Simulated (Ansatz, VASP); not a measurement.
## BaBi: VASP beside Ansatz

Contents of INCAR:

```
SYSTEM = BaBi
  ALGO = Fast
  EDIFF = 1E-6
  EDIFFG = -0.01
  ENCUT = 600
  GGA = PE
  IBRION = 2
  ISIF = 3
  ISMEAR = 0
  LASPH = .TRUE.
  LCHARG = .FALSE.
  LREAL = .FALSE.
  LWAVE = .FALSE.
  NELM = 100
  NSW = 100
  PREC = Accurate
  SIGMA = 0.1
```

Contents of KPOINTS:

```
k-points
0
G
  14 14 14
  0 0 0
```

The input POSCAR:

```
BaBi
1.0
    4.3237573941      0.0000000000      0.0000000000
    0.0000000000      4.3237573941      0.0000000000
    0.0000000000      0.0000000000      4.3237573941
Ba Bi
1 1
Direct
    0.0000000000      0.0000000000      0.0000000000
    0.5000000000      0.5000000000      0.5000000000
```

Input for Ansatz:

```yaml
crystal:
  lattice:
    - [4.3237573941, 0.0, 0.0]
    - [0.0, 4.3237573941, 0.0]
    - [0.0, 0.0, 4.3237573941]
  atoms:
    - { symbol: Ba, position: [0.0, 0.0, 0.0] }
    - { symbol: Bi, position: [0.5, 0.5, 0.5] }
basis:
  ecutwfc: 420
kpoints:
  mp_grid: { grid: [14, 14, 14] }
hamiltonian:
  xc: pbe
scf:
  occupations: { method: gaussian, width: 0.1 }
output:
  forces: true
  stress: true
  eigenvalues: true
relax:
  adjacent_minimum: "off"
  f_tol: 0.01
  max_steps: 80
  cell: { stress_tol: 0.05 }
```

Alike in both runs: task relaxation of cell and atoms; functional PBE; k mesh 14 × 14 × 14; occupations gaussian, width 0.1 eV; no spin polarisation.

|  | VASP | Ansatz |
| --- | --- | --- |
| version | VASP 6.6.1 | Ansatz 0.2.0 |
| potentials or method | VASP PAW PBE potentials, release 64 (Ba_sv, Bi_d), cutoff 600 eV | scalar-relativistic, plane waves, PAW |
| valence electrons in the cell | 25 | 25 |

Ansatz gave:

* gap on the k mesh at the Fermi level, each at its own relaxed structure (eV): none
* relaxed volume (Å³/atom): 40.49
* relaxed length of the cell vector where the two differ most in proportion (Å): 4.326

What did VASP give for the same quantities?

gap on the k mesh at the Fermi level, each at its own relaxed structure (eV): none; relaxed volume (Å³/atom): 40.96; relaxed length of the cell vector where the two differ most in proportion (Å): 4.343.

A gap of «none» marks a metal or a gap that the smearing closes.

Spin-orbit coupling is off throughout.
